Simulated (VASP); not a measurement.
Set up this calculation in VASP 6.6.1, as the native input.

* Task: single point
* Functional: PBE
* Potentials or basis: VASP PAW PBE potentials, release 64 (Eu, Al, Si, Rh_pv)
* Cutoff: 520 eV
* k mesh: 4 × 4 × 2
* Occupations: gaussian, width 0.05 eV
* Spin: collinear spin, ferromagnetic start
* Starting moments: [7.0, 0.0, 0.0, 0.0, 0.0, 0.0, 0.0, 0.0] μB
* Hubbard terms: Eu f U = 6.0 eV
* Dipole correction: no
* Further INCAR settings: ALGO = Normal; EDIFF = 1e-06; NBANDS = 40

The structure of EuAl4Si2Rh lies in POSCAR:

```
EuAl4Si2Rh
1.0
    4.1760000000      0.0000000000      0.0000000000
    0.0000000000      4.1760000000      0.0000000000
    0.0000000000      0.0000000000      8.2890000000
Eu Al Si Rh
1 4 2 1
Direct
    0.0000000000      0.0000000000      0.5000000000
    0.0000000000      0.5000000000      0.1680000000
    0.5000000000      0.0000000000      0.1680000000
    0.0000000000      0.5000000000      0.8320000000
    0.5000000000      0.0000000000      0.8320000000
    0.5000000000      0.5000000000      0.3574000000
    0.5000000000      0.5000000000      0.6426000000
    0.0000000000      0.0000000000      0.0000000000
```

These files were run (other wordings do the same):

INCAR

```
SYSTEM = EuAl4Si2Rh
PREC = Accurate ; ENCUT = 520
EDIFF = 1E-6 ; ISMEAR = 0
SIGMA = 0.05 ; LREAL = .FALSE.
LASPH = .TRUE. ; NELM = 150
ALGO = Normal ; ISIF = 2
LWAVE = .FALSE. ; LCHARG = .FALSE.
ISPIN = 2 ; MAGMOM = 7 0 0 0 0 0 0 0
LORBIT = 11 ; LMAXMIX = 6
LDAU = .TRUE. ; LDAUTYPE = 2
LDAUL = 3 -1 -1 -1 ; LDAUU = 6 0 0 0
LDAUJ = 0 0 0 0 ; LDAUPRINT = 1
GGA = PE ; NBANDS = 40
```

KPOINTS

```
Automatic mesh
0
G
  4 4 2
  0 0 0
```

Potentials or basis: VASP PAW PBE potentials, release 64 (Eu, Al, Si, Rh_pv).

Launch:

```console
$ cat potpaw_PBE.64/Eu/POTCAR potpaw_PBE.64/Al/POTCAR potpaw_PBE.64/Si/POTCAR potpaw_PBE.64/Rh_pv/POTCAR > POTCAR
$ mpirun -np 1 vasp_std > vasp.out
```

It gave:

```yaml
Pressure: 1.4 GPa
Largest_force: 0.227 eV/Å
Net_moment: 7.00 μB per cell
Site_moments: Eu +6.69; Al -0.00; Si -0.01; Rh -0.01 μB
Valence_electrons_inside_the_program's_atomic_spheres: Eu 14.92; Al 0.77; Si 1.70; Rh 14.14
```

Caveat: the k points lie up to 0.38 Å⁻¹ apart.

Run time: 14 min on 1 thread of AMD EPYC 7R13, on a shared host, peak memory 0.36 GiB.
